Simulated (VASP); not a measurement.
# Al (P6_3/mmc) in VASP: notebook, part 2 of 3

VASP 6.6.1. Earlier steps stand in the parts before.

## Step 3: Single point, r2SCAN

File POSCAR:

```
Al
1.0
    2.8124550000      0.0000000000      0.0000000000
   -1.4062275000      2.4356574770      0.0000000000
    0.0000000000      0.0000000000      4.8668500000
Al
2
Direct
    0.6666666667      0.3333333333      0.7500000000
    0.3333333333      0.6666666667      0.2500000000
```

File INCAR.step1:

```
SYSTEM = Al
PREC = Accurate
ENCUT = 550
ISMEAR = -1
SIGMA = 0.05
LREAL = .False.
LASPH = .True.
NELM = 120
NBANDS = 10
GGA = PE
ALGO = Normal
EDIFF = 1E-5
LWAVE = .True.
LCHARG = .False.
GGA_COMPAT = .False.
```

File INCAR.step2:

```
SYSTEM = Al
PREC = Accurate
ENCUT = 550
EDIFF = 1E-6
ISMEAR = -1
SIGMA = 0.05
LREAL = .False.
LASPH = .True.
NELM = 120
ALGO = Normal
ISIF = 2
LWAVE = .False.
LCHARG = .False.
METAGGA = R2SCAN
LMIXTAU = .True.
NBANDS = 10
ISTART = 1
GGA_COMPAT = .False.
```

File KPOINTS:

```
Automatic mesh
0
Gamma
  7 7 4
  0 0 0
```

Potentials or basis: VASP PAW PBE potentials, release 64 (Al).

Started as:

```sh
$ cat potpaw_PBE.64/Al/POTCAR > POTCAR
$ cp INCAR.step1 INCAR
$ mpirun -np 1 vasp_std > vasp.out
$ cp INCAR.step2 INCAR
$ mpirun -np 1 vasp_std > vasp.out
```

OUTCAR:

```text
SYSTEM = Al
   PREC = Accurate
   ENCUT = 550
   EDIFF = 1E-6
   ISMEAR = -1
   LREAL = .False.
   LASPH = .True.
   NELM = 120
   ISIF = 2
   METAGGA = R2SCAN
   ISTART = 1

 ion  position               nearest neighbor table
   1  0.667  0.333  0.750-   2 2.93   2 2.93   2 2.93   2 2.93   2 2.93   2 2.93
   2  0.333  0.667  0.250-   1 2.93   1 2.93   1 2.93   1 2.93   1 2.93   1 2.93

  LATTYP: Found a hexagonal cell.
 ALAT       =     2.8124550000
 C/A-ratio  =     1.7304632430

  Lattice vectors:

 A1 = (   2.8124550000,   0.0000000000,   0.0000000000)
 A2 = (  -1.4062275000,   2.4356574770,   0.0000000000)
 A3 = (   0.0000000000,   0.0000000000,   4.8668500000)

Analysis of symmetry for initial positions (statically):
=====================================================================
 Subroutine PRICEL returns:
 Original cell was already a primitive cell.

 Routine SETGRP: Setting up the symmetry group for a
 hexagonal supercell.

 Subroutine GETGRP returns: Found 24 space group operations
 (whereof 12 operations were pure point group operations)
 out of a pool of 24 trial point group operations.

The static configuration has the point symmetry D_3d.
 The point group associated with its full space group is D_6h.

Analysis of symmetry for dynamics (positions and initial velocities):
=====================================================================
 Subroutine PRICEL returns:
 Original cell was already a primitive cell.

 Routine SETGRP: Setting up the symmetry group for a
 hexagonal supercell.

 Subroutine GETGRP returns: Found 24 space group operations
 (whereof 12 operations were pure point group operations)
 out of a pool of 24 trial point group operations.

The dynamic configuration has the point symmetry D_3d.
 The point group associated with its full space group is D_6h.

 Subroutine INISYM returns: Found 24 space group operations
 (whereof 12 operations are pure point group operations),
 and found     1 'primitive' translations

[... 119 lines left out ...]
   LHFCALC =     F    Hartree Fock is set to
   AEXX    =    0.0000 exact exchange contribution
   IVDW    =     0    specifies the selected vdW correction
   LEPSILON=     F    determine dielectric tensor
   LRPA    =     F    only Hartree local field effects (RPA)
 non-spin polarized calculation
  energy-cutoff  :      550.00
  volume of cell :       33.34
 maximum number of plane-waves:      1002
 NGX is ok and might be reduce to    24
   NGX = 11   NGY = 11   NGZ = 19

 number of electron       6.0000000 magnetization

 Free energy of the ion-electron system (eV)
  ---------------------------------------------------
  ext. energy  EPLUGINS =         0.00000000
  ---------------------------------------------------
  free energy    TOTEN  =       -13.36536203 eV

  energy without entropy =      -13.35508730  energy(sigma->0) =      -13.36022467

 E-fermi :   7.6452     XC(G=0): -10.8766

 val. band max:        7.5635086614   @ k =   0.2857   0.1429   0.0000
 cond. band min:       7.6670419983   @ k =   0.1429   0.1429   0.2500
 fundamental gap:      0.1035333368
 Fermi energy:         7.6452487170

 k-point     1 :       0.0000    0.0000    0.0000
  band No.  band energies     occupation
      1      -3.8683      2.00000
      2       2.6360      2.00000
      3       2.6598      2.00000
      4      19.6945      0.00000
      5      20.1567      0.00000
      6      20.1567      0.00000
      7      20.2704      0.00000
      8      20.2704      0.00000
      9      21.2570      0.00000
     10      23.6545      0.00000
[... 287 lines left out ...]
 k-point    24 :       0.2857    0.2857    0.5000
  band No.  band energies     occupation
      1       4.0153      2.00000
      2       4.0153      2.00000
      3       7.2533      1.99921
      4       7.2533      1.99921
      5       8.3358      0.00000
      6       8.3358      0.00000
      7      16.6355      0.00000
      8      16.6355      0.00000
      9      19.6663      0.00000
     10      19.6663      0.00000

------------------------ aborting loop because EDIFF is reached ----------------------------------------

  FORCE on cell =-STRESS in cart. coord.  units (eV):
  Direction    XX          YY          ZZ          XY          YZ          ZX
  --------------------------------------------------------------------------------------
  -------------------------------------------------------------------------------------
  Total       -0.0174399     -0.0174399     -1.8316842      0.0000000      0.0000000      0.0000000
  in kB       -0.8381180     -0.8381180    -88.0260947      0.0000000      0.0000000      0.0000000
  external PRESSURE =     -29.9007769 kB  Pullay stress =       0.0000000 kB

 VOLUME and BASIS-vectors are now :
 -----------------------------------------------------------------------------
  energy-cutoff  :      550.00
  volume of cell :       33.34
      direct lattice vectors                 reciprocal lattice vectors
     2.812455000  0.000000000  0.000000000     0.355561245  0.205283380  0.000000000
    -1.406227500  2.435657477  0.000000000     0.000000000  0.410566760  0.000000000
     0.000000000  0.000000000  4.866850000     0.000000000  0.000000000  0.205471712

 POSITION                                       TOTAL-FORCE (eV/Angst)
 -----------------------------------------------------------------------------------
      1.40623      0.81189      3.65014         0.000000     -0.000000      0.000000
     -0.00000      1.62377      1.21671        -0.000000      0.000000      0.000000
 -----------------------------------------------------------------------------------
    total drift:                                0.000000     -0.000000      0.000000

  FREE ENERGIE OF THE ION-ELECTRON SYSTEM (eV)
  ---------------------------------------------------
  free  energy   TOTEN  =       -13.3653620273 eV

  energy  without entropy=      -13.3550873039  energy(sigma->0) =      -13.36022467
```

OUTCAR.step1:

```text
SYSTEM = Al
   PREC = Accurate
   ENCUT = 550
   ISMEAR = -1
   LREAL = .False.
   LASPH = .True.
[... 533 lines left out ...]
      1.40623      0.81189      3.65014         0.000000     -0.000000      0.000000
     -0.00000      1.62377      1.21671        -0.000000      0.000000      0.000000
 -----------------------------------------------------------------------------------
    total drift:                                0.000000     -0.000000      0.000000

  FREE ENERGIE OF THE ION-ELECTRON SYSTEM (eV)
  ---------------------------------------------------
  free  energy   TOTEN  =        -7.4145976732 eV

  energy  without entropy=       -7.4056567655  energy(sigma->0) =       -7.41012722
```

OSZICAR.step1:

```text
N       E                     dE             d eps       ncg     rms          rms(c)
DAV:   1     0.470058477289E+00    0.47006E+00   -0.24610E+03   480   0.494E+02
DAV:   2    -0.721798008153E+01   -0.76880E+01   -0.72770E+01   612   0.531E+01
DAV:   3    -0.746109150129E+01   -0.24311E+00   -0.24033E+00   658   0.754E+00
DAV:   4    -0.746217149210E+01   -0.10800E-02   -0.10798E-02   582   0.547E-01
DAV:   5    -0.746217948218E+01   -0.79901E-05   -0.79906E-05   572   0.509E-02    0.180E+00
DAV:   6    -0.743437485604E+01    0.27805E-01   -0.34171E-03   556   0.315E-01    0.104E+00
DAV:   7    -0.741469186208E+01    0.19683E-01   -0.95949E-03   520   0.494E-01    0.171E-01
DAV:   8    -0.741460086425E+01    0.90998E-04   -0.97087E-05   674   0.580E-02    0.134E-02
DAV:   9    -0.741459767323E+01    0.31910E-05   -0.19420E-06   348   0.723E-03
   1 F= -.74145977E+01 E0= -.74101272E+01  d E =-.894091E-02
```

It took 16 s on 1 thread of Intel Xeon Platinum 8488C (Sapphire Rapids), shared host; peak memory 0.16 GiB.

What came out:

| Item | Value |
| --- | --- |
| Free energy | -13.3654 eV |
| Pressure | -3.0 GPa |
| Band gap on the k mesh | zero (band 3 reaches 11.67 eV, above the bottom of band 4 at 5.09 eV) |

Stress tensor (GPa, compression positive):
```
-0.08  0.00  0.00
 0.00 -0.08  0.00
 0.00  0.00 -8.80
```

Levels at points of the mesh, in eV from the Fermi level:
```
           k point  band 1  band 2  band 3  band 4  band 5  band 6  band 7  band 8
(0.00, 0.00, 0.00)  -11.51   -5.01   -4.99   12.05   12.51   12.51   12.63   12.63
(0.00, 0.00, 0.50)   -9.86   -9.86    2.81    2.81   13.48   13.48   13.48   13.48
```

Caveat: the k points lie up to 0.37 Å⁻¹ apart; the PAW data sets were made with another functional, which shifts forces and pressure a little.

## Step 4: Single point, r2SCAN

POSCAR is that of step 3.

File INCAR.step1:

```
  PREC = Accurate
  ENCUT = 550
  ISMEAR = -1
  SIGMA = 0.05
  LREAL = F
  LASPH = T
  NELM = 120
  NBANDS = 10
  GGA = PE
  ALGO = Normal
  EDIFF = 1E-5
  LWAVE = T
  LCHARG = F
  GGA_COMPAT = F
```

File INCAR.step2:

```
  PREC = Accurate
  ENCUT = 550
  EDIFF = 1E-6
  ISMEAR = -1
  SIGMA = 0.05
  LREAL = F
  LASPH = T
  NELM = 120
  ALGO = Normal
  ISIF = 2
  LWAVE = F
  LCHARG = T
  METAGGA = R2SCAN
  LMIXTAU = T
  LELF = T
  LVHAR = T
  NBANDS = 10
  ISTART = 1
  GGA_COMPAT = F
```

File KPOINTS:

```
Automatic mesh
0
Gamma
  9 9 5
```

Potentials or basis: VASP PAW PBE potentials, release 64 (Al).

Started as:

```sh
$ cat potpaw_PBE.64/Al/POTCAR > POTCAR
$ cp INCAR.step1 INCAR
$ mpirun -np 1 vasp_std > vasp.out
$ cp INCAR.step2 INCAR
$ mpirun -np 1 vasp_std > vasp.out
```

OUTCAR:

```text
PREC = Accurate
   ENCUT = 550
   EDIFF = 1E-6
   ISMEAR = -1
   LREAL = F
   LASPH = T
   NELM = 120
   ISIF = 2
   METAGGA = R2SCAN
   ISTART = 1

 ion  position               nearest neighbor table
   1  0.667  0.333  0.750-   2 2.93   2 2.93   2 2.93   2 2.93   2 2.93   2 2.93
   2  0.333  0.667  0.250-   1 2.93   1 2.93   1 2.93   1 2.93   1 2.93   1 2.93

  LATTYP: Found a hexagonal cell.
 ALAT       =     2.8124550000
 C/A-ratio  =     1.7304632430

  Lattice vectors:

 A1 = (   2.8124550000,   0.0000000000,   0.0000000000)
 A2 = (  -1.4062275000,   2.4356574770,   0.0000000000)
 A3 = (   0.0000000000,   0.0000000000,   4.8668500000)

Analysis of symmetry for initial positions (statically):
=====================================================================
 Subroutine PRICEL returns:
 Original cell was already a primitive cell.

 Routine SETGRP: Setting up the symmetry group for a
 hexagonal supercell.

 Subroutine GETGRP returns: Found 24 space group operations
 (whereof 12 operations were pure point group operations)
 out of a pool of 24 trial point group operations.

The static configuration has the point symmetry D_3d.
 The point group associated with its full space group is D_6h.

Analysis of symmetry for dynamics (positions and initial velocities):
=====================================================================
 Subroutine PRICEL returns:
 Original cell was already a primitive cell.

 Routine SETGRP: Setting up the symmetry group for a
 hexagonal supercell.

 Subroutine GETGRP returns: Found 24 space group operations
 (whereof 12 operations were pure point group operations)
 out of a pool of 24 trial point group operations.

The dynamic configuration has the point symmetry D_3d.
 The point group associated with its full space group is D_6h.

 Subroutine INISYM returns: Found 24 space group operations
 (whereof 12 operations are pure point group operations),
 and found     1 'primitive' translations

----------------------------------------------------------------------------------------

                                     Primitive cell

  volume of cell :      33.3388

  direct lattice vectors                    reciprocal lattice vectors
     2.812455000  0.000000000  0.000000000     0.355561245  0.205283380  0.000000000
    -1.406227500  2.435657477  0.000000000     0.000000000  0.410566760  0.000000000
     0.000000000  0.000000000  4.866850000     0.000000000  0.000000000  0.205471712

  length of vectors
     2.812455000  2.812455000  4.866850000     0.410566760  0.410566760  0.205471712

  position of ions in fractional coordinates (direct lattice)
     0.666666667  0.333333333  0.750000000
     0.333333333  0.666666667  0.250000000

  ion indices of the primitive-cell ions
   primitive index   ion index
                 1           1
                 2           2

----------------------------------------------------------------------------------------

 KPOINTS: Automatic mesh

Automatic generation of k-mesh.
 Grid dimensions read from file:
 generate k-points for:    9    9    5

 Generating k-lattice:

  Cartesian coordinates                     Fractional coordinates (reciprocal lattice)
     0.039506805  0.022809264  0.000000000     0.111111111  0.000000000  0.000000000
     0.000000000  0.045618529  0.000000000     0.000000000  0.111111111  0.000000000
     0.000000000  0.000000000  0.041094342     0.000000000  0.000000000  0.200000000

  Length of vectors
     0.045618529  0.045618529  0.041094342

  Shift w.r.t. Gamma in fractional coordinates (k-lattice)
     0.000000000  0.000000000  0.000000000

 Subroutine IBZKPT returns following result:
 ===========================================

 Found     36 irreducible k-points:

 Following reciprocal coordinates:
            Coordinates               Weight
  0.000000  0.000000  0.000000      1.000000
  0.111111  0.000000  0.000000      6.000000
  0.222222  0.000000  0.000000      6.000000
  0.333333 -0.000000  0.000000      6.000000
  0.444444  0.000000  0.000000      6.000000
  0.111111  0.111111  0.000000      6.000000
[... 16 lines left out ...]
  0.333333  0.222222  0.200000     24.000000
  0.333333  0.333333  0.200000      4.000000
 [... further k-points ...]
   k-points           NKPTS =     36   k-points in BZ     NKDIM =     36   number of bands    NBANDS=     10
   number of dos      NEDOS =    301   number of ions     NIONS =      2
   total plane-waves  NPLWV =  23040
   dimension x,y,z NGX =    24 NGY =   24 NGZ =   40
   dimension x,y,z NGXF=    48 NGYF=   48 NGZF=   80
   ions per type =               2
   NGX,Y,Z   is equivalent  to a cutoff of  14.19, 14.19, 13.66 a.u.
   NGXF,Y,Z  is equivalent  to a cutoff of  28.37, 28.37, 27.33 a.u.
 SYSTEM =  unknown system
   PREC   = accura    normal or accurate (medium, high low for compatibility)
   ISTART =      1    job   : 0-new  1-cont  2-samecut
   ICHARG =      0    charge: 1-file 2-atom 10-const
   ISPIN  =      1    spin polarized calculation?
   LNONCOLLINEAR =      F non collinear calculations
   LSORBIT =      F    spin-orbit coupling
   LASPH  =      T    aspherical Exc in radial PAW
   ENCUT  =  550.0 eV  40.42 Ry    6.36 a.u.   5.38  5.38  9.31*2*pi/ulx,y,z
   NELM   =    120;   NELMIN=  2; NELMDL=  0     # of ELM steps
   EDIFF  = 0.1E-05   stopping-criterion for ELM
   LREAL  =      F    real-space projection
   EDIFFG = 0.1E-04   stopping-criterion for IOM
   NSW    =      0    number of steps for IOM
   IBRION =     -1    ionic relax: 0-MD 1-quasi-New 2-CG
   NFREE  =      0    steps in history (QN), initial steepest desc. (CG)
   ISIF   =      2    stress and relaxation
   ISYM   =      2    0-nonsym 1-usesym 2-fastsym
   POTIM  = 0.5000    time-step for ionic-motion
   TEBEG  =    0.0;   TEEND  =   0.0 temperature during run
   PSTRESS=    0.0 pullay stress
   NELECT =       6.0000    total number of electrons
   NUPDOWN=      -1.0000    fix difference up-down
   EMIN   =  10.00;   EMAX   =-10.00  energy-range for DOS
   EFERMI =   0.00;   METHOD = LEGACY
   ISMEAR =    -1;   SIGMA  =   0.05  broadening in eV -4-tet -1-fermi 0-gaus
   EFERMI_NEDOS =   21; number of points for ismear=-14 and -15
   IALGO  =     38    algorithm
   IMIX   =      4    mixing-type and parameters
     AMIX     =   0.40;   BMIX     =  1.00
     AMIX_MAG =   1.60;   BMIX_MAG =  1.00
  volume/ion in A,a.u.               =      16.67       112.49
  Fermi-wavevector in a.u.,A,eV,Ry     =   0.924291  1.746656 11.623642  0.854314
  Thomas-Fermi vector in A             =   2.050021
   LORBIT       =      0    0 simple, 1 ext, 2 COOP (PROOUT), +10 PAW based schemes
   METAGGA = R2SCAN    functional components
   LHFCALC =     F    Hartree Fock is set to
   AEXX    =    0.0000 exact exchange contribution
   IVDW    =     0    specifies the selected vdW correction
   LEPSILON=     F    determine dielectric tensor
   LRPA    =     F    only Hartree local field effects (RPA)
 non-spin polarized calculation
  energy-cutoff  :      550.00
  volume of cell :       33.34
 maximum number of plane-waves:      1008
 NGX is ok and might be reduce to    24
   NGX = 11   NGY = 11   NGZ = 19

 number of electron       6.0000000 magnetization

 Free energy of the ion-electron system (eV)
  ---------------------------------------------------
  ext. energy  EPLUGINS =         0.00000000
  ---------------------------------------------------
  free energy    TOTEN  =       -13.40413056 eV

  energy without entropy =      -13.39924903  energy(sigma->0) =      -13.40168979

 E-fermi :   7.9672     XC(G=0): -10.8757

 val. band max:        7.8220342242   @ k =   0.3333  -0.0000   0.0000
 cond. band min:       8.0024782931   @ k =   0.3333   0.2222   0.2000
 fundamental gap:      0.1804440689
 Fermi energy:         7.9671989923

 k-point     1 :       0.0000    0.0000    0.0000
  band No.  band energies     occupation
      1      -3.8674      2.00000
      2       2.6371      2.00000
      3       2.6598      2.00000
      4      19.6938      0.00000
      5      20.1583      0.00000
      6      20.1583      0.00000
      7      20.2689      0.00000
      8      20.2689      0.00000
      9      21.2550      0.00000
     10      23.6578      0.00000
[... 287 lines left out ...]
 k-point    24 :       0.3333    0.3333    0.2000
  band No.  band energies     occupation
      1       4.8981      2.00000
      2       4.8981      2.00000
      3       4.9279      2.00000
      4       8.5838      0.00001
      5       9.0578      0.00000
      6       9.0578      0.00000
      7      13.9923      0.00000
      8      14.1018      0.00000
      9      14.1018      0.00000
     10      24.4886      0.00000

 [... further k-points ...]
[... 5 lines left out ...]
  --------------------------------------------------------------------------------------
  -------------------------------------------------------------------------------------
  Total       -0.6132408     -0.6132408     -0.6453725      0.0000000     -0.0000000      0.0000000
  in kB      -29.4707944    -29.4707944    -31.0149622      0.0000000     -0.0000000      0.0000000
  external PRESSURE =     -29.9855170 kB  Pullay stress =       0.0000000 kB

 VOLUME and BASIS-vectors are now :
 -----------------------------------------------------------------------------
  energy-cutoff  :      550.00
  volume of cell :       33.34
      direct lattice vectors                 reciprocal lattice vectors
     2.812455000  0.000000000  0.000000000     0.355561245  0.205283380  0.000000000
    -1.406227500  2.435657477  0.000000000     0.000000000  0.410566760  0.000000000
     0.000000000  0.000000000  4.866850000     0.000000000  0.000000000  0.205471712

 POSITION                                       TOTAL-FORCE (eV/Angst)
 -----------------------------------------------------------------------------------
      1.40623      0.81189      3.65014         0.000000     -0.000000      0.000000
     -0.00000      1.62377      1.21671        -0.000000      0.000000      0.000000
 -----------------------------------------------------------------------------------
    total drift:                                0.000000     -0.000000      0.000000

  FREE ENERGIE OF THE ION-ELECTRON SYSTEM (eV)
  ---------------------------------------------------
  free  energy   TOTEN  =       -13.4041305598 eV

  energy  without entropy=      -13.3992490254  energy(sigma->0) =      -13.40168979
```

It took 22 s on 1 thread of Intel Xeon Platinum 8488C (Sapphire Rapids), shared host; peak memory 0.16 GiB.

Results:

* Free energy: -13.4041 eV
* Pressure: -3.0 GPa
* Band gap on the k mesh: zero (band 3 reaches 10.21 eV, above the bottom of band 4 at 5.34 eV)

Caveat: the PAW data sets were made with another functional, which shifts forces and pressure a little.

[end of part 2 of 3]
